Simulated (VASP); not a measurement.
# Sb (Pm-3m) in VASP: density of states with PBE

Aim: the density of states of Sb with PBE.

All numbers are computed with VASP 6.6.1; they aren't measurements. Logs are shortened: lines on timing, memory, paths and dates and some standing lists are left out, and cuts for length are marked.

**1. The cell of the first run**

Symmetry: Pm-3m, No. 221, cubic system. Conventional cell: a = 3.160 Å, b = 3.160 Å, c = 3.160 Å, α = 90.00°, β = 90.00°, γ = 90.00°. Sb (site symmetry m-3m) has 6 Sb at 3.16 Å within 4.2 Å.

**2. Density of states, PBE**

File POSCAR:

```
Sb
1.0
    3.1600000000      0.0000000000      0.0000000000
    0.0000000000      3.1600000000      0.0000000000
    0.0000000000      0.0000000000      3.1600000000
Sb
1
Direct
    0.0000000000      0.0000000000      0.0000000000
```

File INCAR.step1:

```
ALGO = Normal ; EDIFF = 1E-6
ENCUT = 400 ; GGA = PE
GGA_COMPAT = False ; ISIF = 2
ISMEAR = 0 ; LASPH = True
LCHARG = True ; LORBIT = 11
LREAL = False ; LWAVE = False
NBANDS = 8 ; NEDOS = 2001
NELM = 120 ; PREC = Accurate
SIGMA = 0.05
```

File KPOINTS.step1:

```
k-points
0
Gamma
  10 10 10
```

File INCAR.step2:

```
ALGO = Normal ; EDIFF = 1E-6
ENCUT = 400 ; GGA = PE
GGA_COMPAT = False ; ICHARG = 11
ISIF = 2 ; ISMEAR = -5
LASPH = True ; LCHARG = False
LORBIT = 11 ; LREAL = False
LWAVE = False ; NBANDS = 8
NEDOS = 2001 ; NELM = 120
PREC = Accurate ; SIGMA = 0.05
```

File KPOINTS.step2:

```
k-points
0
Gamma
  15 15 15
```

Potentials or basis: VASP PAW PBE potentials, release 64 (Sb).

Command:

```
$ cat potpaw_PBE.64/Sb/POTCAR > POTCAR
$ cp INCAR.step1 INCAR
$ cp KPOINTS.step1 KPOINTS
$ mpirun -np 1 vasp_std > vasp.out
$ cp INCAR.step2 INCAR
$ cp KPOINTS.step2 KPOINTS
$ mpirun -np 1 vasp_std > vasp.out
```

OUTCAR:

```text
EDIFF = 1E-6
   ENCUT = 400
   GGA = PE
   ICHARG = 11
   ISIF = 2
   ISMEAR = -5
   LASPH = True
   LORBIT = 11
   LREAL = False
   NELM = 120
   PREC = Accurate

 ion  position               nearest neighbor table
   1  0.000  0.000  0.000-

  LATTYP: Found a simple cubic cell.
 ALAT       =     3.1600000000

  Lattice vectors:

 A1 = (   3.1600000000,   0.0000000000,   0.0000000000)
 A2 = (   0.0000000000,   3.1600000000,   0.0000000000)
 A3 = (   0.0000000000,   0.0000000000,   3.1600000000)

Analysis of symmetry for initial positions (statically):
=====================================================================
 Subroutine PRICEL returns:
 Original cell was already a primitive cell.

 Routine SETGRP: Setting up the symmetry group for a
 simple cubic supercell.

 Subroutine GETGRP returns: Found 48 space group operations
 (whereof 48 operations were pure point group operations)
 out of a pool of 48 trial point group operations.

The static configuration has the point symmetry O_h .

Analysis of symmetry for dynamics (positions and initial velocities):
=====================================================================
 Subroutine PRICEL returns:
 Original cell was already a primitive cell.

 Routine SETGRP: Setting up the symmetry group for a
 simple cubic supercell.

 Subroutine GETGRP returns: Found 48 space group operations
 (whereof 48 operations were pure point group operations)
 out of a pool of 48 trial point group operations.

The dynamic configuration has the point symmetry O_h .

 Subroutine INISYM returns: Found 48 space group operations
 (whereof 48 operations are pure point group operations),
 and found     1 'primitive' translations

----------------------------------------------------------------------------------------

                                     Primitive cell

  volume of cell :      31.5545

  direct lattice vectors                    reciprocal lattice vectors
     3.160000000  0.000000000  0.000000000     0.316455696  0.000000000  0.000000000
     0.000000000  3.160000000  0.000000000     0.000000000  0.316455696  0.000000000
     0.000000000  0.000000000  3.160000000     0.000000000  0.000000000  0.316455696

  length of vectors
     3.160000000  3.160000000  3.160000000     0.316455696  0.316455696  0.316455696

  position of ions in fractional coordinates (direct lattice)
     0.000000000  0.000000000  0.000000000

  ion indices of the primitive-cell ions
   primitive index   ion index
                 1           1

----------------------------------------------------------------------------------------

 KPOINTS: k-points

Automatic generation of k-mesh.
 Grid dimensions read from file:
 generate k-points for:   15   15   15

 Generating k-lattice:

  Cartesian coordinates                     Fractional coordinates (reciprocal lattice)
     0.021097046  0.000000000  0.000000000     0.066666667  0.000000000  0.000000000
     0.000000000  0.021097046  0.000000000     0.000000000  0.066666667  0.000000000
     0.000000000  0.000000000  0.021097046     0.000000000  0.000000000  0.066666667

  Length of vectors
     0.021097046  0.021097046  0.021097046

  Shift w.r.t. Gamma in fractional coordinates (k-lattice)
     0.000000000  0.000000000  0.000000000

 TETIRR: Found   1667 inequivalent tetrahedra from    20250

 Subroutine IBZKPT returns following result:
 ===========================================

 Found    120 irreducible k-points:

 Following reciprocal coordinates:
            Coordinates               Weight
  0.000000  0.000000  0.000000      1.000000
  0.066667  0.000000  0.000000      6.000000
  0.133333  0.000000  0.000000      6.000000
  0.200000  0.000000  0.000000      6.000000
  0.266667  0.000000  0.000000      6.000000
  0.333333  0.000000  0.000000      6.000000
[... 16 lines left out ...]
  0.266667  0.200000  0.000000     24.000000
  0.333333  0.200000  0.000000     24.000000
 [... further k-points ...]
   k-points           NKPTS =    120   k-points in BZ     NKDIM =    120   number of bands    NBANDS=      8
   number of dos      NEDOS =   2001   number of ions     NIONS =      1
   total plane-waves  NPLWV =  13824
   dimension x,y,z NGX =    24 NGY =   24 NGZ =   24
   dimension x,y,z NGXF=    48 NGYF=   48 NGZF=   48
   ions per type =               1
   NGX,Y,Z   is equivalent  to a cutoff of  12.63, 12.63, 12.63 a.u.
   NGXF,Y,Z  is equivalent  to a cutoff of  25.25, 25.25, 25.25 a.u.
 SYSTEM =  unknown system
   PREC   = accura    normal or accurate (medium, high low for compatibility)
   ISTART =      0    job   : 0-new  1-cont  2-samecut
   ICHARG =     11    charge: 1-file 2-atom 10-const
   ISPIN  =      1    spin polarized calculation?
   LNONCOLLINEAR =      F non collinear calculations
   LSORBIT =      F    spin-orbit coupling
   LASPH  =      T    aspherical Exc in radial PAW
   ENCUT  =  400.0 eV  29.40 Ry    5.42 a.u.   5.15  5.15  5.15*2*pi/ulx,y,z
   NELM   =    120;   NELMIN=  2; NELMDL=  0     # of ELM steps
   EDIFF  = 0.1E-05   stopping-criterion for ELM
   LREAL  =      F    real-space projection
   EDIFFG = 0.1E-04   stopping-criterion for IOM
   NSW    =      0    number of steps for IOM
   IBRION =     -1    ionic relax: 0-MD 1-quasi-New 2-CG
   NFREE  =      0    steps in history (QN), initial steepest desc. (CG)
   ISIF   =      2    stress and relaxation
   ISYM   =      2    0-nonsym 1-usesym 2-fastsym
   POTIM  = 0.5000    time-step for ionic-motion
   TEBEG  =    0.0;   TEEND  =   0.0 temperature during run
   PSTRESS=    0.0 pullay stress
   NELECT =       5.0000    total number of electrons
   NUPDOWN=      -1.0000    fix difference up-down
   EMIN   =  10.00;   EMAX   =-10.00  energy-range for DOS
   EFERMI =   0.00;   METHOD = LEGACY
   ISMEAR =    -5;   SIGMA  =   0.05  broadening in eV -4-tet -1-fermi 0-gaus
   EFERMI_NEDOS =   21; number of points for ismear=-14 and -15
   IALGO  =     38    algorithm
   IMIX   =      4    mixing-type and parameters
     AMIX     =   0.40;   BMIX     =  1.00
     AMIX_MAG =   1.60;   BMIX_MAG =  1.00
  volume/ion in A,a.u.               =      31.55       212.94
  Fermi-wavevector in a.u.,A,eV,Ry     =   0.885886  1.674081 10.677766  0.784794
  Thomas-Fermi vector in A             =   2.006979
   LORBIT       =     11    0 simple, 1 ext, 2 COOP (PROOUT), +10 PAW based schemes
   GGA     = PE    functional components
   LHFCALC =     F    Hartree Fock is set to
   AEXX    =    0.0000 exact exchange contribution
   IVDW    =     0    specifies the selected vdW correction
   LEPSILON=     F    determine dielectric tensor
   LRPA    =     F    only Hartree local field effects (RPA)
 non-spin polarized calculation
 Fermi weights with tetrahedron method with Bloechl corrections
  energy-cutoff  :      400.00
  volume of cell :       31.55
 maximum number of plane-waves:       588
 NGX is ok and might be reduce to    24

 number of electron       5.0000001 magnetization

 Free energy of the ion-electron system (eV)
  ---------------------------------------------------
  ext. energy  EPLUGINS =         0.00000000
  ---------------------------------------------------
  free energy    TOTEN  =        -4.07774242 eV

  energy without entropy =       -4.07774242  energy(sigma->0) =       -4.07774242

 E-fermi :   6.4537     XC(G=0):  -9.3814

 val. band max:        6.5951576652   @ k =   0.2000   0.2000   0.2000
 cond. band min:       6.2842275899   @ k =   0.4000   0.3333   0.3333
 fundamental gap:     -0.3109300753
 Fermi energy:         6.4537489456

 k-point     1 :       0.0000    0.0000    0.0000
  band No.  band energies     occupation
      1      -5.5188      2.00000
      2       9.5726      0.00000
      3       9.5726      0.00000
      4       9.5726      0.00000
      5      13.3156      0.00000
      6      13.3156      0.00000
      7      14.3842      0.00000
      8      23.7617      0.00000

 k-point     2 :       0.0667    0.0000    0.0000
  band No.  band energies     occupation
      1      -5.4582      2.00000
      2       8.7884      0.00000
      3       9.6315      0.00000
      4       9.6315      0.00000
      5      13.3653      0.00000
      6      13.7845      0.00000
      7      14.8421      0.00000
      8      23.1409      0.00000

 k-point     3 :       0.1333    0.0000    0.0000
  band No.  band energies     occupation
      1      -5.2778      2.00000
      2       7.2969      0.02491
      3       9.8043      0.00000
      4       9.8043      0.00000
      5      13.5135      0.00000
      6      14.1524      0.00000
      7      16.3848      0.00000
      8      22.0508      0.00000

 k-point     4 :       0.2000    0.0000    0.0000
  band No.  band energies     occupation
      1      -4.9839      2.00000
      2       5.7311      1.87118
      3      10.0781      0.00000
      4      10.0781      0.00000
      5      13.7572      0.00000
      6      14.4698      0.00000
      7      18.2848      0.00000
      8      20.9162      0.00000

 k-point     5 :       0.2667    0.0000    0.0000
  band No.  band energies     occupation
      1      -4.5903      2.00000
      2       4.2599      2.00000
      3      10.4279      0.00000
      4      10.4279      0.00000
      5      14.0892      0.00000
      6      14.8723      0.00000
      7      19.8429      0.00000
      8      19.8445      0.00000
[... 177 lines left out ...]
 k-point    22 :       0.2000    0.2000    0.0000
  band No.  band energies     occupation
      1      -4.4478      2.00000
      2       6.0983      1.92818
      3       6.4024      0.32341
      4      10.5858      0.00000
      5      14.5277      0.00000
      6      16.5318      0.00000
      7      18.3807      0.00000
      8      19.4782      0.00000

 k-point    23 :       0.2667    0.2000    0.0000
  band No.  band energies     occupation
      1      -4.0531      2.00000
      2       4.7636      2.00000
      3       6.6354      0.40425
      4      10.9371      0.00000
      5      14.7101      0.00000
      6      15.5377      0.00000
      7      19.0823      0.00000
      8      20.2339      0.00000

 k-point    24 :       0.3333    0.2000    0.0000
  band No.  band energies     occupation
      1      -3.5888      2.00000
      2       3.4727      2.00000
      3       7.0501      0.15484
      4      11.3215      0.00000
      5      14.0712      0.00000
      6      15.5486      0.00000
      7      19.2457      0.00000
      8      19.3075      0.00000

 [... further k-points ...]
[... 5 lines left out ...]
  --------------------------------------------------------------------------------------
  -------------------------------------------------------------------------------------
  Total       -0.5196940     -0.5196940     -0.5196940     -0.0000000      0.0000000      0.0000000
  in kB      -26.3874248    -26.3874248    -26.3874248     -0.0000000      0.0000000      0.0000000
  external PRESSURE =     -26.3874248 kB  Pullay stress =       0.0000000 kB

 VOLUME and BASIS-vectors are now :
 -----------------------------------------------------------------------------
  energy-cutoff  :      400.00
  volume of cell :       31.55
      direct lattice vectors                 reciprocal lattice vectors
     3.160000000  0.000000000  0.000000000     0.316455696  0.000000000  0.000000000
     0.000000000  3.160000000  0.000000000     0.000000000  0.316455696  0.000000000
     0.000000000  0.000000000  3.160000000     0.000000000  0.000000000  0.316455696

 POSITION                                       TOTAL-FORCE (eV/Angst)
 -----------------------------------------------------------------------------------
      0.00000      0.00000      0.00000         0.000000      0.000000      0.000000
 -----------------------------------------------------------------------------------
    total drift:                               -0.000000      0.000000      0.000000

  FREE ENERGIE OF THE ION-ELECTRON SYSTEM (eV)
  ---------------------------------------------------
  free  energy   TOTEN  =        -4.0777424187 eV

  energy  without entropy=       -4.0777424187  energy(sigma->0) =       -4.07774242

 total charge

# of ion       s       p       d       tot
------------------------------------------
    1        1.215   1.096   0.031   2.342
```

Run time: 11 s. Hardware: 1 thread of Intel Xeon Platinum 8559C (Emerald Rapids), shared host; peak memory 0.14 GiB.

What came out:

| Quantity | Value |
| --- | --- |
| Valence electrons inside the program's atomic spheres | Sb 2.34 |

Levels at points of the mesh, in eV from the Fermi level:
```tsv
k point	band 1	band 2	band 3	band 4	band 5
(0.00, 0.00, 0.00)	-11.97	3.12	3.12	3.12	6.86
```

Caveat: spin-orbit coupling is left out, which moves the levels of the heavy elements; tetrahedron occupations give inexact forces and stress in metals.
